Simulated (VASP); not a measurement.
# HC32 in VASP: single point with LDA

Aim: the single point of HC32 with LDA.

Everything below comes from runs of VASP 6.6.1. Logs are shortened: lines on timing, memory, paths and dates and some standing lists are left out, and cuts for length are marked.

## 1. The cell of the first run

The cell holds a slab with vacuum, 33 atoms: a = 9.864 Å, b = 9.864 Å, c = 13.000 Å, α = 90.00°, β = 90.00°, γ = 120.00°.

## 2. Single point, LDA, collinear spin

File INCAR:

```
SYSTEM = HC32
  PREC = Accurate
  ENCUT = 520
  EDIFF = 1E-6
  ISMEAR = -1
  SIGMA = 0.02
  LREAL = Auto
  LASPH = .TRUE.
  NELM = 150
  ALGO = Normal
  ISIF = 2
  LWAVE = .FALSE.
  LCHARG = .FALSE.
  ISPIN = 2
  MAGMOM = 0 0 0 0 0 0 0 0 0 0 0 0 0 0 0 0 0 0 0 0 0 0 0 0 0 0 0 0 0 0 0 0 1
  LORBIT = 11
  GGA = CA
  NBANDS = 90
  NCORE = 2
```

File KPOINTS:

```
Automatic mesh
0
G
  2 2 1
  0 0 0
```

File POSCAR:

```
HC32
1.0
    9.8640000000      0.0000000000      0.0000000000
   -4.9320000000      8.5424750000      0.0000000000
    0.0000000000      0.0000000000     13.0000000000
C H
32 1
Direct
    0.0013468133     -0.0014816673      0.0763923302
    0.1656630671      0.0785160115      0.0809833689
    0.0013648652      0.2504286981      0.0764101090
    0.1656868533      0.3347314900      0.0809581555
    0.0009356827      0.4994805147      0.0712333134
    0.1672869718      0.5827963611      0.0721406577
    0.0009300316      0.7490627575      0.0712500286
    0.1672830353      0.8320978413      0.0721405516
    0.2499806023     -0.0014730698      0.0764126853
    0.4179158569      0.0824992895      0.0773237105
    0.2510877500      0.2493323578      0.1050752284
    0.4218920078      0.3347489607      0.0809754600
    0.2499913173      0.4990562410      0.0764091019
    0.4179131597      0.5830144800      0.0773171216
    0.2510904876      0.7493504851      0.0723403054
    0.4173077920      0.8324605500      0.0744225226
    0.5007200296     -0.0003003217      0.0752712607
    0.6679611451      0.0831136228      0.0744224037
    0.5018840971      0.2504316306      0.0764098076
    0.6683138690      0.3331311651      0.0721349470
    0.5018951961      0.4990720606      0.0763881702
    0.6683208569      0.5828040297      0.0721303156
    0.5007185638      0.7486354818      0.0752628332
    0.6679535392      0.8324685421      0.0744156940
    0.7517889546     -0.0002962739      0.0752621436
    0.9174073883      0.0825063396      0.0773219892
    0.7510667179      0.2493271398      0.0723389764
    0.9176224368      0.3331328568      0.0721406353
    0.7513447323      0.4994813641      0.0712492979
    0.9177331585      0.5826773182      0.0707136893
    0.7510585227      0.7493585966      0.0723411939
    0.9176113796      0.8320898782      0.0721353156
    0.2510885184      0.2493384684      0.1921235762
```

Potentials or basis: VASP PAW LDA potentials, release 64 (C, H).

Launch:

```sh
> cat potpaw_LDA.64/C/POTCAR potpaw_LDA.64/H/POTCAR > POTCAR
> mpirun -np 4 vasp_std > vasp.out
```

OUTCAR:

```text
SYSTEM = HC32
   PREC = Accurate
   ENCUT = 520
   EDIFF = 1E-6
   ISMEAR = -1
   LREAL = Auto
   LASPH = .TRUE.
   NELM = 150
   ISIF = 2
   ISPIN = 2
   LORBIT = 11
   GGA = CA

 ion  position               nearest neighbor table
   1  0.001  0.999  0.076-   2 1.41  32 1.42  26 1.43
   2  0.166  0.079  0.081-   9 1.41   1 1.41  11 1.49
   3  0.001  0.250  0.076-   4 1.41  28 1.42  26 1.43
   4  0.166  0.335  0.081-   3 1.41  13 1.41  11 1.49
   5  0.001  0.499  0.071-  28 1.42   6 1.42  30 1.42
   6  0.167  0.583  0.072-   5 1.42  15 1.42  13 1.42
   7  0.001  0.749  0.071-  32 1.42   8 1.42  30 1.42
   8  0.167  0.832  0.072-   7 1.42  15 1.42   9 1.42
   9  0.250  0.999  0.076-   2 1.41   8 1.42  10 1.43
  10  0.418  0.082  0.077-  17 1.41  19 1.43   9 1.43
  11  0.251  0.249  0.105-  33 1.13  12 1.49   4 1.49   2 1.49
  12  0.422  0.335  0.081-  19 1.41  21 1.41  11 1.49
  13  0.250  0.499  0.076-   4 1.41   6 1.42  14 1.43
  14  0.418  0.583  0.077-  23 1.42  13 1.43  21 1.43
  15  0.251  0.749  0.072-  16 1.42   6 1.42   8 1.42
  16  0.417  0.832  0.074-  15 1.42  23 1.43  17 1.43
  17  0.501  1.000  0.075-  10 1.41  16 1.43  18 1.43
[... 13 lines left out ...]
  31  0.751  0.749  0.072-  24 1.42  32 1.42  22 1.42
  32  0.918  0.832  0.072-   7 1.42  31 1.42   1 1.42
  33  0.251  0.249  0.192-  11 1.13

  LATTYP: Found a hexagonal cell.
 ALAT       =     9.8640000000
 C/A-ratio  =     1.3179237632

  Lattice vectors:

 A1 = (   9.8640000000,   0.0000000000,   0.0000000000)
 A2 = (  -4.9320000000,   8.5424750000,   0.0000000000)
 A3 = (   0.0000000000,   0.0000000000,  13.0000000000)

Analysis of symmetry for initial positions (statically):
=====================================================================
 Subroutine PRICEL returns:
 Original cell was already a primitive cell.

 Routine SETGRP: Setting up the symmetry group for a
 hexagonal supercell.

 Subroutine GETGRP returns: Found  1 space group operations
 (whereof  1 operations were pure point group operations)
 out of a pool of 24 trial point group operations.

The static configuration has the point symmetry C_1 .

Analysis of symmetry for dynamics (positions and initial velocities):
=====================================================================
 Subroutine PRICEL returns:
 Original cell was already a primitive cell.

 Routine SETGRP: Setting up the symmetry group for a
 hexagonal supercell.

 Subroutine GETGRP returns: Found  1 space group operations
 (whereof  1 operations were pure point group operations)
 out of a pool of 24 trial point group operations.

The dynamic configuration has the point symmetry C_1 .

Analysis of structural, dynamic, and magnetic symmetry:
=====================================================================
 Subroutine PRICEL returns:
 Original cell was already a primitive cell.

 Routine SETGRP: Setting up the symmetry group for a
 hexagonal supercell.

 Subroutine GETGRP returns: Found  1 space group operations
 (whereof  1 operations were pure point group operations)
 out of a pool of 24 trial point group operations.

The overall configuration has the point symmetry C_1 .

 Subroutine INISYM returns: Found  1 space group operations
 (whereof  1 operations are pure point group operations),
 and found     1 'primitive' translations

----------------------------------------------------------------------------------------

                                     Primitive cell

  volume of cell :    1095.4187

  direct lattice vectors                    reciprocal lattice vectors
     9.864000000  0.000000000  0.000000000     0.101378751  0.058531046  0.000000000
    -4.932000000  8.542475000  0.000000000     0.000000000  0.117062093  0.000000000
     0.000000000  0.000000000 13.000000000     0.000000000  0.000000000  0.076923077

  length of vectors
     9.864000000  9.864000361 13.000000000     0.117062097  0.117062093  0.076923077

  position of ions in fractional coordinates (direct lattice)
     0.001346813  0.998518333  0.076392330
     0.165663067  0.078516011  0.080983369
     0.001364865  0.250428698  0.076410109
     0.165686853  0.334731490  0.080958155
     0.000935683  0.499480515  0.071233313
     0.167286972  0.582796361  0.072140658
[... 25 lines left out ...]
     0.917611380  0.832089878  0.072135316
[... 57 lines left out ...]
     0.000000000  0.000000000  0.000000000

 Subroutine IBZKPT returns following result:
 ===========================================

 Found      4 irreducible k-points:

 Following reciprocal coordinates:
            Coordinates               Weight
  0.000000  0.000000  0.000000      1.000000
  0.500000 -0.000000  0.000000      1.000000
  0.000000  0.500000  0.000000      1.000000
  0.500000  0.500000  0.000000      1.000000
   k-points           NKPTS =      4   k-points in BZ     NKDIM =      4   number of bands    NBANDS=     90
   number of dos      NEDOS =    301   number of ions     NIONS =     33
   total plane-waves  NPLWV = 627200
   dimension x,y,z NGX =    80 NGY =   80 NGZ =   98
   dimension x,y,z NGXF=   160 NGYF=  160 NGZF=  196
   ions per type =              32   1
   NGX,Y,Z   is equivalent  to a cutoff of  13.48, 13.48, 12.53 a.u.
   NGXF,Y,Z  is equivalent  to a cutoff of  26.97, 26.97, 25.06 a.u.
 SYSTEM =  HC32
   PREC   = accura    normal or accurate (medium, high low for compatibility)
   ISTART =      0    job   : 0-new  1-cont  2-samecut
   ICHARG =      2    charge: 1-file 2-atom 10-const
   ISPIN  =      2    spin polarized calculation?
   LNONCOLLINEAR =      F non collinear calculations
   LSORBIT =      F    spin-orbit coupling
   LASPH  =      T    aspherical Exc in radial PAW
   ENCUT  =  520.0 eV  38.22 Ry    6.18 a.u.  18.34 18.34 24.17*2*pi/ulx,y,z
   NELM   =    150;   NELMIN=  2; NELMDL= -5     # of ELM steps
   EDIFF  = 0.1E-05   stopping-criterion for ELM
   LREAL  =      T    real-space projection
   EDIFFG = 0.1E-04   stopping-criterion for IOM
   NSW    =      0    number of steps for IOM
   IBRION =     -1    ionic relax: 0-MD 1-quasi-New 2-CG
   NFREE  =      0    steps in history (QN), initial steepest desc. (CG)
   ISIF   =      2    stress and relaxation
   ISYM   =      2    0-nonsym 1-usesym 2-fastsym
   POTIM  = 0.5000    time-step for ionic-motion
   TEBEG  =    0.0;   TEEND  =   0.0 temperature during run
   PSTRESS=    0.0 pullay stress
   NELECT =     129.0000    total number of electrons
   NUPDOWN=      -1.0000    fix difference up-down
   EMIN   =  10.00;   EMAX   =-10.00  energy-range for DOS
   EFERMI =   0.00;   METHOD = LEGACY
   ISMEAR =    -1;   SIGMA  =   0.02  broadening in eV -4-tet -1-fermi 0-gaus
   EFERMI_NEDOS =   21; number of points for ismear=-14 and -15
   IALGO  =     38    algorithm
   IMIX   =      4    mixing-type and parameters
     AMIX     =   0.40;   BMIX     =  1.00
     AMIX_MAG =   1.60;   BMIX_MAG =  1.00
  volume/ion in A,a.u.               =      33.19       224.01
  Fermi-wavevector in a.u.,A,eV,Ry     =   0.802438  1.516387  8.760878  0.643906
  Thomas-Fermi vector in A             =   1.910115
   LORBIT       =     11    0 simple, 1 ext, 2 COOP (PROOUT), +10 PAW based schemes
   GGA     = CA    functional components
   LHFCALC =     F    Hartree Fock is set to
   AEXX    =    0.0000 exact exchange contribution
   IVDW    =     0    specifies the selected vdW correction
   LEPSILON=     F    determine dielectric tensor
   LRPA    =     F    only Hartree local field effects (RPA)
 spin polarized calculation
  energy-cutoff  :      520.00
  volume of cell :     1095.42
 maximum number of plane-waves:     29533
 NGX is ok and might be reduce to    80
   NGX = 37   NGY = 37   NGZ = 49

 number of electron     129.0000001 magnetization       0.9832880

 Free energy of the ion-electron system (eV)
  ---------------------------------------------------
  ext. energy  EPLUGINS =         0.00000000
  ---------------------------------------------------
  free energy    TOTEN  =      -324.73924832 eV

  energy without entropy =     -324.73735644  energy(sigma->0) =     -324.73830238

 E-fermi :  -2.0170     XC(G=0):  -3.4224

 val. band max:       -2.1026414824   @ k =   0.0000   0.0000   0.0000
 cond. band min:      -1.9266157029   @ k =   0.0000   0.5000   0.0000
 fundamental gap:      0.1760257795
 Fermi energy:        -2.0169683437

 spin component 1

 k-point     1 :       0.0000    0.0000    0.0000
  band No.  band energies     occupation
      1     -21.4229      1.00000
      2     -20.0019      1.00000
      3     -19.9914      1.00000
      4     -19.9909      1.00000
      5     -19.9375      1.00000
      6     -19.9370      1.00000
[... 305 lines left out ...]
     75       2.2079      0.00000
     76       2.6359      0.00000
 Fermi energy:        -2.0169683437

 spin component 2

 k-point     1 :       0.0000    0.0000    0.0000
  band No.  band energies     occupation
      1     -21.3871      1.00000
      2     -19.9657      1.00000
      3     -19.9653      1.00000
      4     -19.9440      1.00000
      5     -19.9036      1.00000
      6     -19.9033      1.00000
[... 305 lines left out ...]
     75       2.2588      0.00000
     76       2.6699      0.00000
 [bands above 76 left out]

------------------------ aborting loop because EDIFF is reached ----------------------------------------

  FORCE on cell =-STRESS in cart. coord.  units (eV):
  Direction    XX          YY          ZZ          XY          YZ          ZX
  --------------------------------------------------------------------------------------
  -------------------------------------------------------------------------------------
  Total      -14.2012279    -14.2396079     -0.1587506     -0.0382328      0.0101968     -0.0222275
  in kB      -20.7709494    -20.8270846     -0.2321913     -0.0559199      0.0149140     -0.0325104
  external PRESSURE =     -13.9434084 kB  Pullay stress =       0.0000000 kB

 VOLUME and BASIS-vectors are now :
 -----------------------------------------------------------------------------
  energy-cutoff  :      520.00
  volume of cell :     1095.42
      direct lattice vectors                 reciprocal lattice vectors
     9.864000000  0.000000000  0.000000000     0.101378751  0.058531046  0.000000000
    -4.932000000  8.542475000  0.000000000     0.000000000  0.117062093  0.000000000
     0.000000000  0.000000000 13.000000000     0.000000000  0.000000000  0.076923077

 POSITION                                       TOTAL-FORCE (eV/Angst)
 -----------------------------------------------------------------------------------
     -4.91141      8.52982      0.99310         0.001187     -0.001134     -0.002895
      1.24686      0.67072      1.05278        -0.002281      0.012885     -0.010718
     -1.22165      2.13928      0.99333        -0.006325     -0.001465     -0.007370
     -0.01656      2.85944      1.05246        -0.001723      0.001415     -0.009885
     -2.45421      4.26680      0.92603         0.004409     -0.001625     -0.000535
     -1.22423      4.97852      0.93783        -0.009983      0.005886      0.002119
[... 25 lines left out ...]
      4.94745      7.10811      0.93776        -0.006959     -0.002212      0.004493
      1.24700      2.12997      2.49761        -0.003460      0.001809      0.053205
 -----------------------------------------------------------------------------------
    total drift:                                0.102646     -0.052449      0.008781

  FREE ENERGIE OF THE ION-ELECTRON SYSTEM (eV)
  ---------------------------------------------------
  free  energy   TOTEN  =      -324.7392483232 eV

  energy  without entropy=     -324.7373564437  energy(sigma->0) =     -324.73830238

 total charge

# of ion       s       p       d       tot
------------------------------------------
    1        0.854   1.797   0.000   2.651
    2        0.854   1.778   0.000   2.631
    3        0.854   1.796   0.000   2.650
    4        0.854   1.778   0.000   2.631
    5        0.854   1.796   0.000   2.650
    6        0.854   1.794   0.000   2.648
[... 25 lines left out ...]
   32        0.854   1.794   0.000   2.648
   33        0.590   0.041   0.000   0.631
--------------------------------------------------
tot         27.870  57.368   0.000  85.238

 magnetization (x)

# of ion       s       p       d       tot
------------------------------------------
    1       -0.001  -0.009   0.000  -0.011
    2        0.004   0.068   0.000   0.071
    3       -0.001  -0.009   0.000  -0.011
    4        0.004   0.068   0.000   0.071
    5       -0.001  -0.007   0.000  -0.007
    6        0.001   0.012   0.000   0.013
[... 25 lines left out ...]
   32        0.001   0.012   0.000   0.013
   33        0.042  -0.000   0.000   0.042
--------------------------------------------------
tot          0.052   0.466   0.000   0.519
```

It took 14 min on 4 MPI ranks of AMD EPYC 7R43 (Zen 3), shared host; peak memory 0.39 GiB.

Results:

```
Free energy                                           : -324.7392 eV
Largest force                                         : 0.053 eV/Å
Band gap on the k mesh                                : 0.18 eV (least direct gap 0.19 eV)
Net moment                                            : 0.98 μB per cell
Site moments                                          : C -0.01, +0.07, +0.01, +0.05, -0.00, +0.04 (each value once); H +0.04 μB
Valence electrons inside the program's atomic spheres : C 2.65, 2.63, 2.64 (each value once); H 0.63
```

Forces on the atoms (eV/Å):
```
C    0.001 -0.001 -0.003
C   -0.002  0.013 -0.011
C   -0.006 -0.001 -0.007
C   -0.002  0.001 -0.010
C    0.004 -0.002 -0.001
C   -0.010  0.006  0.002
C    0.008 -0.007 -0.005
C   -0.004 -0.005  0.005
C    0.004 -0.008 -0.004
C   -0.002 -0.001  0.002
C   -0.004 -0.002 -0.001
C   -0.011 -0.003 -0.009
C   -0.008  0.004 -0.008
C    0.001  0.005  0.001
C    0.006 -0.001 -0.006
C   -0.001  0.004  0.005
C   -0.003  0.001  0.000
C   -0.001 -0.003  0.003
C    0.011 -0.001 -0.006
C    0.002  0.002  0.005
C    0.004 -0.003 -0.003
C   -0.001  0.007  0.005
C    0.002 -0.004  0.000
C   -0.001  0.001  0.006
C    0.008  0.002  0.000
C   -0.001 -0.006  0.002
C    0.007  0.002 -0.006
C   -0.013  0.004  0.004
C    0.012 -0.004 -0.005
C   -0.001  0.002 -0.005
C    0.011 -0.003 -0.008
C   -0.007 -0.002  0.004
H   -0.003  0.002  0.053
```

Levels at points of the mesh, in eV from the valence-band top:
Spin up:
```csv
k point,band 61,band 62,band 63,band 64,band 65,band 66,band 67,band 68,band 69,band 70
"(0.00, 0.00, 0.00)",-2.70,-2.49,-2.36,-2.36,0.00,1.60,1.60,2.02,2.77,2.77
"(0.50, 0.00, 0.00)",-2.58,-2.56,-1.50,-1.06,-0.01,0.93,1.38,2.17,2.18,2.20
"(0.00, 0.50, 0.00)",-2.58,-2.56,-1.50,-1.06,-0.01,0.93,1.38,2.17,2.18,2.20
"(0.50, 0.50, 0.00)",-2.58,-2.56,-1.50,-1.06,-0.01,0.93,1.38,2.16,2.18,2.20
```
Spin down:
| k point | band 60 | band 61 | band 62 | band 63 | band 64 | band 65 | band 66 | band 67 | band 68 | band 69 |
| --- | --- | --- | --- | --- | --- | --- | --- | --- | --- | --- |
| (0.00, 0.00, 0.00) | -2.63 | -2.63 | -2.44 | -2.31 | -2.31 | 0.22 | 1.66 | 1.66 | 2.08 | 2.81 |
| (0.50, 0.00, 0.00) | -2.54 | -2.52 | -2.50 | -1.41 | -1.00 | 0.18 | 0.98 | 1.48 | 2.22 | 2.24 |
| (0.00, 0.50, 0.00) | -2.54 | -2.52 | -2.50 | -1.41 | -1.00 | 0.18 | 0.98 | 1.48 | 2.22 | 2.24 |
| (0.50, 0.50, 0.00) | -2.54 | -2.52 | -2.50 | -1.41 | -1.00 | 0.18 | 0.98 | 1.48 | 2.22 | 2.24 |

Caveat: there is no dipole correction, which matters where the two faces differ.
